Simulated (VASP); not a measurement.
# Hf4Al3Cl (P-6m2) in VASP: notebook

Hf4Al3Cl is run at these levels: PBE; tasks: single point.

Everything below comes from runs of VASP 6.6.1. Logs are shortened: lines on timing, memory, paths and dates and some standing lists are left out, and cuts for length are marked.

**1. The cell of the first run**

It takes space group P-6m2 (No. 187, hexagonal). Conventional cell: a = 4.360 Å, b = 4.360 Å, c = 14.187 Å, α = 90.00°, β = 90.00°, γ = 120.00°. Hf (site symmetry 3m) has 1 Hf at 2.53 Å and 1 Al at 2.70 Å within 3.3 Å. Within 3.3 Å of Hf (site symmetry -6m2) lie 3 Al at 2.52 Å and 2 Hf at 2.53 Å. Hf (site symmetry -6m2) has 3 Cl at 2.52 Å and 6 Al at 3.13 Å within 3.3 Å. Within 3.3 Å of Al (site symmetry -6m2) lie 3 Hf at 2.52 Å. Within 3.6 Å of Al (site symmetry 3m) lie 4 Hf at 2.70 to 3.13 Å and 3 Cl at 3.13 Å. Cl (site symmetry -6m2) has 3 Hf at 2.52 Å and 6 Al at 3.13 Å within 3.3 Å.

**2. Single point, PBE**

INCAR reads:

```
PREC     = Accurate       # precision mode
ENCUT    = 520            # plane-wave cutoff, eV
EDIFF    = 1E-7           # SCF threshold, eV
ISMEAR   = 0              # smearing method
SIGMA    = 0.1            # smearing width, eV
LREAL    = F              # projectors in reciprocal space
LASPH    = T              # aspherical terms in the spheres
NELM     = 80             # most SCF steps
ALGO     = Normal         # electronic algorithm
ISIF     = 2              # what is computed and relaxed
LWAVE    = F              # write WAVECAR
LCHARG   = F              # write CHGCAR
GGA      = PE             # functional
NBANDS   = 38             # bands
```

KPOINTS reads:

```
regular mesh
0
Gamma
  6 6 2
```

POSCAR reads:

```
Hf4Al3Cl
1.0
    4.3603956805      0.0000000000      0.0000000000
   -2.1801978402      3.7762134299      0.0000000000
    0.0000000000      0.0000000000     14.1870862162
Hf Al Cl
4 3 1
Direct
    0.6666666667      0.3333333333      0.1786093207
    0.6666666667      0.3333333333      0.8213906793
    0.6666666667      0.3333333333      0.0000000000
    0.0000000000      0.0000000000      0.5000000000
    0.3333333333      0.6666666667      0.0000000000
    0.6666666667      0.3333333333      0.3692022443
    0.6666666667      0.3333333333      0.6307977557
    0.3333333333      0.6666666667      0.5000000000
```

Potentials or basis: VASP PAW PBE potentials, release 64 (Hf_pv, Al, Cl).

On the command line:

```bash
$ cat potpaw_PBE.64/Hf_pv/POTCAR potpaw_PBE.64/Al/POTCAR potpaw_PBE.64/Cl/POTCAR > POTCAR
$ mpirun -np 1 vasp_std > vasp.out
```

OUTCAR:

```text
PREC = Accurate
   ENCUT = 520
   EDIFF = 1E-7
   ISMEAR = 0
   LREAL = F
   LASPH = T
   NELM = 80
   ISIF = 2
   GGA = PE

 ion  position               nearest neighbor table
   1  0.667  0.333  0.179-   3 2.53   6 2.70   5 3.57   5 3.57   5 3.57
   2  0.667  0.333  0.821-   3 2.53   7 2.70   5 3.57   5 3.57   5 3.57
   3  0.667  0.333  0.000-   5 2.52   5 2.52   5 2.52   1 2.53   2 2.53
   4  0.000  0.000  0.500-   8 2.52   8 2.52   8 2.52   6 3.13   7 3.13   7 3.13   6 3.13   7 3.13
                             6 3.13
   5  0.333  0.667  0.000-   3 2.52   3 2.52   3 2.52   2 3.57   1 3.57   2 3.57   1 3.57   1 3.57
                             2 3.57
   6  0.667  0.333  0.369-   1 2.70   4 3.13   4 3.13   4 3.13
   7  0.667  0.333  0.631-   2 2.70   4 3.13   4 3.13   4 3.13
   8  0.333  0.667  0.500-   4 2.52   4 2.52   4 2.52

  LATTYP: Found a hexagonal cell.
 ALAT       =     4.3603956805
 C/A-ratio  =     3.2536235828

  Lattice vectors:

 A1 = (   4.3603956805,   0.0000000000,   0.0000000000)
 A2 = (  -2.1801978402,   3.7762134299,   0.0000000000)
 A3 = (   0.0000000000,   0.0000000000,  14.1870862162)

Analysis of symmetry for initial positions (statically):
=====================================================================
 Subroutine PRICEL returns:
 Original cell was already a primitive cell.

 Routine SETGRP: Setting up the symmetry group for a
 hexagonal supercell.

 Subroutine GETGRP returns: Found 12 space group operations
 (whereof 12 operations were pure point group operations)
 out of a pool of 24 trial point group operations.

The static configuration has the point symmetry D_3h.

Analysis of symmetry for dynamics (positions and initial velocities):
=====================================================================
 Subroutine PRICEL returns:
 Original cell was already a primitive cell.

 Routine SETGRP: Setting up the symmetry group for a
 hexagonal supercell.

 Subroutine GETGRP returns: Found 12 space group operations
 (whereof 12 operations were pure point group operations)
 out of a pool of 24 trial point group operations.

The dynamic configuration has the point symmetry D_3h.

 Subroutine INISYM returns: Found 12 space group operations
 (whereof 12 operations are pure point group operations),
 and found     1 'primitive' translations

----------------------------------------------------------------------------------------

                                     Primitive cell

  volume of cell :     233.6015

  direct lattice vectors                    reciprocal lattice vectors
     4.360395680  0.000000000  0.000000000     0.229336985  0.132407770  0.000000000
    -2.180197840  3.776213430  0.000000000     0.000000000  0.264815540  0.000000000
     0.000000000  0.000000000 14.187086216     0.000000000  0.000000000  0.070486637

  length of vectors
     4.360395680  4.360395681 14.187086216     0.264815540  0.264815540  0.070486637

  position of ions in fractional coordinates (direct lattice)
     0.666666667  0.333333333  0.178609321
     0.666666667  0.333333333  0.821390679
     0.666666667  0.333333333  0.000000000
     0.000000000  0.000000000  0.500000000
     0.333333333  0.666666667  0.000000000
     0.666666667  0.333333333  0.369202244
     0.666666667  0.333333333  0.630797756
     0.333333333  0.666666667  0.500000000

  ion indices of the primitive-cell ions
   primitive index   ion index
                 1           1
                 2           2
                 3           3
                 4           4
                 5           5
                 6           6
                 7           7
                 8           8

----------------------------------------------------------------------------------------

 KPOINTS: regular mesh

Automatic generation of k-mesh.
 Grid dimensions read from file:
 generate k-points for:    6    6    2

 Generating k-lattice:

  Cartesian coordinates                     Fractional coordinates (reciprocal lattice)
     0.038222831  0.022067962  0.000000000     0.166666667 -0.000000000  0.000000000
     0.000000000  0.044135923  0.000000000     0.000000000  0.166666667  0.000000000
     0.000000000  0.000000000  0.035243319     0.000000000  0.000000000  0.500000000

  Length of vectors
     0.044135923  0.044135923  0.035243319

  Shift w.r.t. Gamma in fractional coordinates (k-lattice)
     0.000000000  0.000000000  0.000000000

 Subroutine IBZKPT returns following result:
 ===========================================

 Found     14 irreducible k-points:

 Following reciprocal coordinates:
            Coordinates               Weight
  0.000000  0.000000  0.000000      1.000000
  0.166667  0.000000  0.000000      6.000000
  0.333333  0.000000  0.000000      6.000000
  0.500000 -0.000000  0.000000      3.000000
  0.166667  0.166667  0.000000      6.000000
  0.333333  0.166667  0.000000     12.000000
  0.333333  0.333333  0.000000      2.000000
  0.000000  0.000000  0.500000      1.000000
  0.166667  0.000000  0.500000      6.000000
  0.333333  0.000000  0.500000      6.000000
  0.500000 -0.000000  0.500000      3.000000
  0.166667  0.166667  0.500000      6.000000
  0.333333  0.166667  0.500000     12.000000
  0.333333  0.333333  0.500000      2.000000
   k-points           NKPTS =     14   k-points in BZ     NKDIM =     14   number of bands    NBANDS=     38
   number of dos      NEDOS =    301   number of ions     NIONS =      8
   total plane-waves  NPLWV = 110592
   dimension x,y,z NGX =    32 NGY =   32 NGZ =  108
   dimension x,y,z NGXF=    64 NGYF=   64 NGZF=  216
   ions per type =               4   3   1
   NGX,Y,Z   is equivalent  to a cutoff of  12.20, 12.20, 12.66 a.u.
   NGXF,Y,Z  is equivalent  to a cutoff of  24.40, 24.40, 25.31 a.u.
 SYSTEM =  unknown system
   PREC   = accura    normal or accurate (medium, high low for compatibility)
   ISTART =      0    job   : 0-new  1-cont  2-samecut
   ICHARG =      2    charge: 1-file 2-atom 10-const
   ISPIN  =      1    spin polarized calculation?
   LNONCOLLINEAR =      F non collinear calculations
   LSORBIT =      F    spin-orbit coupling
   LASPH  =      T    aspherical Exc in radial PAW
   ENCUT  =  520.0 eV  38.22 Ry    6.18 a.u.   8.11  8.11 26.38*2*pi/ulx,y,z
   NELM   =     80;   NELMIN=  2; NELMDL= -5     # of ELM steps
   EDIFF  = 0.1E-06   stopping-criterion for ELM
   LREAL  =      F    real-space projection
   EDIFFG = 0.1E-05   stopping-criterion for IOM
   NSW    =      0    number of steps for IOM
   IBRION =     -1    ionic relax: 0-MD 1-quasi-New 2-CG
   NFREE  =      0    steps in history (QN), initial steepest desc. (CG)
   ISIF   =      2    stress and relaxation
   ISYM   =      2    0-nonsym 1-usesym 2-fastsym
   POTIM  = 0.5000    time-step for ionic-motion
   TEBEG  =    0.0;   TEEND  =   0.0 temperature during run
   PSTRESS=    0.0 pullay stress
   NELECT =      56.0000    total number of electrons
   NUPDOWN=      -1.0000    fix difference up-down
   EMIN   =  10.00;   EMAX   =-10.00  energy-range for DOS
   EFERMI =   0.00;   METHOD = LEGACY
   ISMEAR =     0;   SIGMA  =   0.10  broadening in eV -4-tet -1-fermi 0-gaus
   EFERMI_NEDOS =   21; number of points for ismear=-14 and -15
   IALGO  =     38    algorithm
   IMIX   =      4    mixing-type and parameters
     AMIX     =   0.40;   BMIX     =  1.00
     AMIX_MAG =   1.60;   BMIX_MAG =  1.00
  volume/ion in A,a.u.               =      29.20       197.05
  Fermi-wavevector in a.u.,A,eV,Ry     =   1.016980  1.921813 14.071795  1.034248
  Thomas-Fermi vector in A             =   2.150354
   LORBIT       =      0    0 simple, 1 ext, 2 COOP (PROOUT), +10 PAW based schemes
   GGA     = PE    functional components
   LHFCALC =     F    Hartree Fock is set to
   AEXX    =    0.0000 exact exchange contribution
   IVDW    =     0    specifies the selected vdW correction
   LEPSILON=     F    determine dielectric tensor
   LRPA    =     F    only Hartree local field effects (RPA)
 non-spin polarized calculation
 Gauss-broadening in eV      SIGMA  =   0.10
  energy-cutoff  :      520.00
  volume of cell :      233.60
 maximum number of plane-waves:      6306
   NGX = 17   NGY = 17   NGZ = 53

 number of electron      55.9999999 magnetization

 Free energy of the ion-electron system (eV)
  ---------------------------------------------------
  ext. energy  EPLUGINS =         0.00000000
  ---------------------------------------------------
  free energy    TOTEN  =       -42.35418098 eV

  energy without entropy =      -42.30424886  energy(sigma->0) =      -42.32921492

 E-fermi :   2.8391     XC(G=0):  -8.9227

 val. band max:        2.8298534565   @ k =   0.1667   0.1667   0.5000
 cond. band min:       2.8508175186   @ k =   0.1667   0.1667   0.0000
 fundamental gap:      0.0209640621
 Fermi energy:         2.8391382861

 k-point     1 :       0.0000    0.0000    0.0000
  band No.  band energies     occupation
      1     -28.9974      2.00000
      2     -28.9974      2.00000
      3     -28.8800      2.00000
      4     -28.7900      2.00000
      5     -28.7900      2.00000
      6     -28.7834      2.00000
[... 30 lines left out ...]
     37       4.4016      0.00000
     38       4.4107      0.00000

 k-point     2 :       0.1667    0.0000    0.0000
  band No.  band energies     occupation
      1     -29.0096      2.00000
      2     -28.9996      2.00000
      3     -28.8794      2.00000
      4     -28.7936      2.00000
      5     -28.7909      2.00000
      6     -28.7869      2.00000
[... 30 lines left out ...]
     37       4.4677      0.00000
     38       4.5381      0.00000

 k-point     3 :       0.3333    0.0000    0.0000
  band No.  band energies     occupation
      1     -29.0339      2.00000
      2     -29.0040      2.00000
      3     -28.8783      2.00000
      4     -28.8008      2.00000
      5     -28.7939      2.00000
      6     -28.7928      2.00000
[... 30 lines left out ...]
     37       4.6359      0.00000
     38       4.7323      0.00000

 k-point     4 :       0.5000   -0.0000    0.0000
  band No.  band energies     occupation
      1     -29.0459      2.00000
      2     -29.0062      2.00000
      3     -28.8778      2.00000
      4     -28.8043      2.00000
      5     -28.7974      2.00000
      6     -28.7938      2.00000
[... 30 lines left out ...]
     37       5.1268      0.00000
     38       5.1762      0.00000
[... 293 lines left out ...]
      4     -28.7983      2.00000
      5     -28.7930      2.00000
      6     -28.7915      2.00000
[... 30 lines left out ...]
     37       4.5797      0.00000
     38       5.0554      0.00000

 k-point    13 :       0.3333    0.1667    0.5000
  band No.  band energies     occupation
      1     -29.0414      2.00000
      2     -29.0108      2.00000
      3     -28.8777      2.00000
      4     -28.8025      2.00000
      5     -28.7957      2.00000
      6     -28.7956      2.00000
[... 30 lines left out ...]
     37       4.7689      0.00000
     38       5.1520      0.00000

 k-point    14 :       0.3333    0.3333    0.5000
  band No.  band energies     occupation
      1     -29.0413      2.00000
      2     -29.0180      2.00000
      3     -28.8775      2.00000
      4     -28.8003      2.00000
      5     -28.8001      2.00000
      6     -28.7934      2.00000
[... 30 lines left out ...]
     37       4.7601      0.00000
     38       4.9862      0.00000

------------------------ aborting loop because EDIFF is reached ----------------------------------------

  FORCE on cell =-STRESS in cart. coord.  units (eV):
  Direction    XX          YY          ZZ          XY          YZ          ZX
  --------------------------------------------------------------------------------------
  -------------------------------------------------------------------------------------
  Total       -0.1850339     -0.1850339      0.0340425     -0.0000000     -0.0000000      0.0000000
  in kB       -1.2690721     -1.2690721      0.2334833     -0.0000000     -0.0000000      0.0000000
  external PRESSURE =      -0.7682203 kB  Pullay stress =       0.0000000 kB

 VOLUME and BASIS-vectors are now :
 -----------------------------------------------------------------------------
  energy-cutoff  :      520.00
  volume of cell :      233.60
      direct lattice vectors                 reciprocal lattice vectors
     4.360395680  0.000000000  0.000000000     0.229336985  0.132407770  0.000000000
    -2.180197840  3.776213430  0.000000000     0.000000000  0.264815540  0.000000000
     0.000000000  0.000000000 14.187086216     0.000000000  0.000000000  0.070486637

 POSITION                                       TOTAL-FORCE (eV/Angst)
 -----------------------------------------------------------------------------------
      2.18020      1.25874      2.53395         0.000000     -0.000000     -0.035426
      2.18020      1.25874     11.65314         0.000000     -0.000000      0.035426
      2.18020      1.25874      0.00000         0.000000      0.000000      0.000000
      0.00000      0.00000      7.09354         0.000000     -0.000000      0.000000
     -0.00000      2.51748      0.00000         0.000000     -0.000000      0.000000
      2.18020      1.25874      5.23790        -0.000000      0.000000      0.021358
      2.18020      1.25874      8.94918        -0.000000     -0.000000     -0.021358
     -0.00000      2.51748      7.09354        -0.000000      0.000000      0.000000
 -----------------------------------------------------------------------------------
    total drift:                               -0.000001      0.000001     -0.000000

  FREE ENERGIE OF THE ION-ELECTRON SYSTEM (eV)
  ---------------------------------------------------
  free  energy   TOTEN  =       -42.3541809756 eV

  energy  without entropy=      -42.3042488620  energy(sigma->0) =      -42.32921492
```

Wall time 3.9 min (1 thread of Intel Xeon Platinum 8375C at 2.90GHz (Ice Lake), shared host); peak memory 0.39 GiB.

What came out:

| Quantity | Value |
| --- | --- |
| Free energy | -42.3542 eV |
| Pressure | -0.1 GPa |
| Largest force | 0.035 eV/Å |
| Band gap on the k mesh | zero (band 28 reaches 3.25 eV, above the bottom of band 29 at 2.69 eV) |

Forces in eV/Å, atoms in the order of the input:
```
Hf   0.000  0.000 -0.035
Hf   0.000  0.000  0.035
Hf   0.000  0.000  0.000
Hf   0.000  0.000  0.000
Al   0.000  0.000  0.000
Al   0.000  0.000  0.021
Al   0.000  0.000 -0.021
Cl   0.000  0.000  0.000
```

Caveat: spin-orbit coupling is left out, which moves the levels of the heavy elements.

**3. Single point, PBE**

This run uses another cell than the first one, of 18.91 Å³/atom, 0.648 times its volume.

INCAR reads:

```
  ALGO = Normal
  EDIFF = 1E-6
  ENCUT = 520
  GGA = PE
  ISIF = 2
  ISMEAR = 0
  LASPH = True
  LCHARG = True
  LELF = True
  LREAL = False
  LVHAR = True
  LWAVE = False
  NBANDS = 38
  NELM = 80
  PREC = Accurate
  SIGMA = 0.1
```

KPOINTS reads:

```
k-points
0
Gamma
  6 6 2
```

POSCAR reads:

```
Hf4Al3Cl
1.0
    4.4296236800      0.0000000000      0.0000000000
   -2.2148118400      3.8361666300      0.0000000000
    0.0000000000      0.0000000000      8.9038260400
Hf Al Cl
4 3 1
Direct
    0.6666666700      0.3333333300      0.2071487200
    0.6666666700      0.3333333300      0.7928512800
    0.6666666700      0.3333333300      0.0000000000
    0.0000000000      0.0000000000      0.5000000000
    0.3333333300      0.6666666700      0.0000000000
    0.6666666700      0.3333333300      0.4150646300
    0.6666666700      0.3333333300      0.5849353700
    0.3333333300      0.6666666700      0.5000000000
```

Potentials or basis: VASP PAW PBE potentials, release 64 (Hf_pv, Al, Cl).

On the command line:

```bash
$ cat potpaw_PBE.64/Hf_pv/POTCAR potpaw_PBE.64/Al/POTCAR potpaw_PBE.64/Cl/POTCAR > POTCAR
$ mpirun -np 1 vasp_std > vasp.out
```

Run time: 1.9 min. Hardware: 1 thread of Intel Xeon Platinum 8375C at 2.90GHz (Ice Lake), shared host; peak memory 0.32 GiB.

It converged, with:

```yaml
Free_energy: -10.2526 eV
Pressure: 86.2 GPa
Largest_force: 14.617 eV/Å
Band_gap_on_the_k_mesh: zero (band 28 reaches 5.60 eV, above the bottom of band 29 at 5.38 eV)
```

Forces on the atoms (eV/Å):
```
Hf    0.000   0.000   8.053
Hf    0.000   0.000  -8.053
Hf    0.000   0.000   0.000
Hf    0.000   0.000   0.000
Al    0.000   0.000   0.000
Al    0.000   0.000 -14.617
Al    0.000   0.000  14.617
Cl    0.000   0.000   0.000
```

Stress tensor (GPa, compression positive):
```
 17.27   0.00   0.00
  0.00  17.27   0.00
  0.00   0.00 224.16
```

Levels at points of the mesh, in eV from the Fermi level:
```csv
k point,band 26,band 27,band 28,band 29,band 30,band 31
"(0.00, 0.00, 0.00)",-1.09,-0.27,0.16,0.16,0.30,1.66
"(0.50, 0.00, 0.00)",-0.41,-0.10,-0.05,0.17,0.25,1.05
"(0.00, 0.00, 0.50)",-0.49,-0.48,-0.48,0.39,0.78,1.25
"(0.50, 0.00, 0.50)",-1.09,-0.49,-0.34,-0.06,1.00,1.34
```

Caveat: spin-orbit coupling is left out, which moves the levels of the heavy elements; forces of over 1 eV/Å act on the atoms, so gaps and moduli don't describe the material at rest.
